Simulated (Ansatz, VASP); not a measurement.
# Al in VASP and in Ansatz

File INCAR:

```
SYSTEM = Al
  PREC = Accurate
  ENCUT = 600
  EDIFF = 1E-7
  ISMEAR = 0
  SIGMA = 0.1
  LREAL = .False.
  LASPH = .True.
  NELM = 60
  ALGO = Normal
  ISIF = 3
  LWAVE = .False.
  LCHARG = .False.
  IBRION = 2
  NSW = 100
  EDIFFG = -0.005
```

KPOINTS

```
Automatic mesh
0
Gamma
  18 18 18
  0 0 0
```

File POSCAR:

```
Al
1.0
    0.0000000000      2.0194648500      2.0194648500
    2.0194648500      0.0000000000      2.0194648500
    2.0194648500      2.0194648500      0.0000000000
Al
1
Direct
    0.0000000000      0.0000000000      0.0000000000
```

Input for Ansatz:

```yaml
crystal:
  lattice:
    - [0.0, 2.01946485, 2.01946485]
    - [2.01946485, 0.0, 2.01946485]
    - [2.01946485, 2.01946485, 0.0]
  atoms:
    - { symbol: Al, position: [0.0, 0.0, 0.0] }
basis:
  ecutwfc: 420
kpoints:
  mp_grid: { grid: [18, 18, 18] }
hamiltonian:
  xc: lda
scf:
  occupations: { method: gaussian, width: 0.1 }
output:
  forces: true
  stress: true
  eigenvalues: true
relax:
  adjacent_minimum: "off"
  f_tol: 0.005
  max_steps: 80
  cell: { stress_tol: 0.05 }
```

Alike in both runs: task relaxation of cell and atoms; functional LDA; k mesh 18 × 18 × 18; occupations gaussian, width 0.1 eV; no spin polarisation.

```csv
,VASP,Ansatz
version,VASP 6.6.1,Ansatz 0.2.0
potentials or method,"VASP PAW LDA potentials, release 64 (Al), cutoff 600 eV","scalar-relativistic, plane waves, PAW"
valence electrons in the cell,3,3
```

|  | VASP | Ansatz | Ansatz less VASP |
| --- | --- | --- | --- |
| gap on the k mesh at the Fermi level, each at its own relaxed structure (eV) | none | none | - |
| relaxed volume (Å³/atom) | 15.82 | 15.80 | -0.013 |
| relaxed length of the cell vector where the two differ most in proportion (Å) | 2.818 | 2.817 | -0.0008 |

LDA's correlation is that of Perdew and Zunger in VASP and of Perdew and Wang (1992) in Ansatz. A gap of «none» marks a metal or a gap that the smearing closes.
